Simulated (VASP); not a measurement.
Input of a VASP 6.6.1 run:

File POSCAR:

```
LiOs
1.0
    0.0000000000      2.2803269098      2.2803269098
    2.2803269098      0.0000000000      2.2803269098
    2.2803269098      2.2803269098      0.0000000000
Li Os
1 1
Direct
    0.0000000000      0.0000000000      0.0000000000
    0.5000000000      0.5000000000      0.5000000000
```

File INCAR.step1:

```
ALGO = Normal
EDIFF = 1E-5
ENCUT = 830
GGA = PE
GGA_COMPAT = False
ISMEAR = 0
LASPH = True
LCHARG = False
LREAL = False
LWAVE = True
NBANDS = 16
NELM = 120
PREC = Accurate
SIGMA = 0.1
```

Contents of INCAR.step2:

```
ALGO = Normal
EDIFF = 1E-6
ENCUT = 830
GGA_COMPAT = False
ISIF = 2
ISMEAR = 0
ISTART = 1
LASPH = True
LCHARG = False
LMIXTAU = True
LREAL = False
LWAVE = False
METAGGA = R2SCAN
NBANDS = 16
NELM = 120
PREC = Accurate
SIGMA = 0.1
```

KPOINTS

```
k-points
0
Gamma
  6 6 6
```

Potentials or basis: VASP PAW PBE potentials, release 64 (Li_sv, Os_sv_GW).

Launch:

```bash
$ cat potpaw_PBE.64/Li_sv/POTCAR potpaw_PBE.64/Os_sv_GW/POTCAR > POTCAR
$ cp INCAR.step1 INCAR
$ mpirun -np 1 vasp_std > vasp.out
$ cp INCAR.step2 INCAR
$ mpirun -np 1 vasp_std > vasp.out
```

(1) What does it give for the band gap on the k mesh?

(2) What does it give for the pressure?

Results:

(1) zero (an odd number of electrons rules out a gap without spin polarisation).

(2) 1.8 GPa.

Caveat: the k points lie up to 0.40 Å⁻¹ apart, too coarse for converged energies and pressures of a metal; the PAW data sets were made with another functional, which shifts forces and pressure a little; spin-orbit coupling is left out, which moves the levels of the heavy elements.
